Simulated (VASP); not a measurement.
Write the native input for VASP 6.6.1 that does the following.

| Item | Value |
| --- | --- |
| Task | single point |
| Functional | PBE |
| Potentials or basis | VASP PAW PBE potentials, release 64 (Mn_pv, S) |
| Cutoff | 520 eV |
| k mesh | 9 × 9 × 9 |
| Occupations | gaussian, width 0.011 eV |
| Spin | collinear spin, ferromagnetic start |
| Starting moments | [4.0, 0.0] μB |
| Dipole correction | no |
| Further INCAR settings | ALGO = Normal; EDIFF = 1e-07; NBANDS = 20 |

The structure of MnS lies in POSCAR:

```
MnS
1.0
    0.0000000000      2.4734634191      2.4734634191
    2.4734634191      0.0000000000      2.4734634191
    2.4734634191      2.4734634191      0.0000000000
Mn S
1 1
Direct
    0.0000000000      0.0000000000      0.0000000000
    0.7500000000      0.7500000000      0.7500000000
```

The input as run:

INCAR

```
  PREC = Accurate
  ENCUT = 520
  EDIFF = 1E-7
  ISMEAR = 0
  SIGMA = 0.011
  LREAL = F
  LASPH = T
  NELM = 150
  ALGO = Normal
  ISIF = 2
  LWAVE = F
  LCHARG = F
  ISPIN = 2
  MAGMOM = 4 0
  LORBIT = 11
  LMAXMIX = 4
  GGA = PE
  NBANDS = 20
```

KPOINTS

```
regular mesh
0
Gamma
  9 9 9
```

Potentials or basis: VASP PAW PBE potentials, release 64 (Mn_pv, S).

The run is started by

```bash
$ cat potpaw_PBE.64/Mn_pv/POTCAR potpaw_PBE.64/S/POTCAR > POTCAR
$ mpirun -np 1 vasp_std > vasp.out
```

Results of the run:

```
Pressure                                              : 3.2 GPa
Net moment                                            : 0.26 μB per cell
Site moments                                          : Mn +0.23; S -0.01 μB
Valence electrons inside the program's atomic spheres : Mn 12.03; S 3.75
```

Caveat: the moment fell far below its start of 4 μB, so a state of higher moment may lie lower in energy.

Wall time 10 min on 1 thread of AMD EPYC 7R43 64-Core Processor (Zen 3), with other jobs on the host, peak memory 0.15 GiB.
